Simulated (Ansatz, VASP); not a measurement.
**Ta: VASP beside Ansatz**

Contents of INCAR:

```
ALGO = Normal ; EDIFF = 1E-6
ENCUT = 500 ; GGA = PS
GGA_COMPAT = False ; ISIF = 2
ISMEAR = -1 ; LASPH = True
LCHARG = False ; LREAL = False
LWAVE = False ; NBANDS = 18
NELM = 120 ; PREC = Accurate
SIGMA = 0.1
```

File KPOINTS:

```
k-points
0
Gamma
  13 13 7
```

Contents of POSCAR:

```
Ta
1.0
    2.9003700000      0.0000000000      0.0000000000
   -1.4501850000      2.5117941004      0.0000000000
    0.0000000000      0.0000000000      5.1662700000
Ta
2
Direct
    0.6666666667      0.3333333333      0.7500000000
    0.3333333333      0.6666666667      0.2500000000
```

Input for Ansatz:

```yaml
crystal:
  lattice:
    a: 2.90037
    b: 2.90037
    c: 5.16627
    alpha: 90.0
    beta: 90.0
    gamma: 120.0
  space_group: 194
  atoms:
    - { symbol: Ta, position: [0.6666666666666666, 0.3333333333333333, 0.75] }
kpoints:
  mp_grid:
    grid: [13, 13, 7]
hamiltonian:
  xc: pbesol
scf:
  occupations:
    method: fermi_dirac
    width: 0.1
output:
  stress: true
```

Alike in both runs: task single point; functional PBEsol; k mesh 13 × 13 × 7; occupations fermi-dirac, width 0.1 eV; no spin polarisation.

```csv
,VASP,Ansatz
version,VASP 6.6.1,Ansatz 0.2.0
potentials or method,"VASP PAW PBE potentials, release 64 (Ta_pv)","plane waves, PAW"
plane-wave cutoff (eV),500,420
valence electrons in the cell,22,26
```

|  | VASP | Ansatz | Ansatz less VASP |
| --- | --- | --- | --- |
| pressure (GPa) | -6.8 | -6.9 | -0.08 |
| traceless stress, the component that is largest in VASP (GPa) | -0.15 | -0.15 | 0.000 |

VASP's potentials were made for PBE, not for PBEsol. The functional is the same, so the differences come from potentials, cutoffs and numerics. VASP's potentials hold 22 valence electrons a cell and Ansatz's 26, so a difference there can come from the potentials and not from the codes.

Neither program's run includes spin-orbit coupling.
